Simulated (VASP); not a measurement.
Here is a VASP 6.6.1 calculation.

INCAR

```
SYSTEM = K
PREC = Accurate
ENCUT = 600
EDIFF = 1E-6
ISMEAR = -1
SIGMA = 0.1
LREAL = .FALSE.
LASPH = .TRUE.
NELM = 100
ALGO = Normal
ISIF = 3
LWAVE = .FALSE.
LCHARG = .FALSE.
GGA = RP
IBRION = 2
NSW = 80
EDIFFG = -0.01
```

Contents of KPOINTS:

```
regular mesh
0
G
  9 9 9
  0 0 0
```

The input POSCAR:

```
K
1.0
   -2.6125000000      2.6125000000      2.6125000000
    2.6125000000     -2.6125000000      2.6125000000
    2.6125000000      2.6125000000     -2.6125000000
K
1
Direct
    0.0000000000      0.0000000000      0.0000000000
```

Potentials or basis: VASP PAW PBE potentials, release 64 (K_sv).

Launch:

```console
$ cat potpaw_PBE.64/K_sv/POTCAR > POTCAR
$ mpirun -np 1 vasp_std > vasp.out
```

(1) Predict the space group after relaxing (to 0.05 Å).

(2) What does it give for the relaxed volume?

(3) Predict the relaxed cell.

Results:

(1) Im-3m (No. 229).

(2) 80.36 Å³/atom.

(3) a = 4.709 Å, b = 4.709 Å, c = 4.709 Å, α = 109.47°, β = 109.47°, γ = 109.47°.

Caveat: the PAW data sets were made with another functional, which shifts forces and pressure a little; the volume moved by +13 % from the deposited cell, more than functionals usually miss.
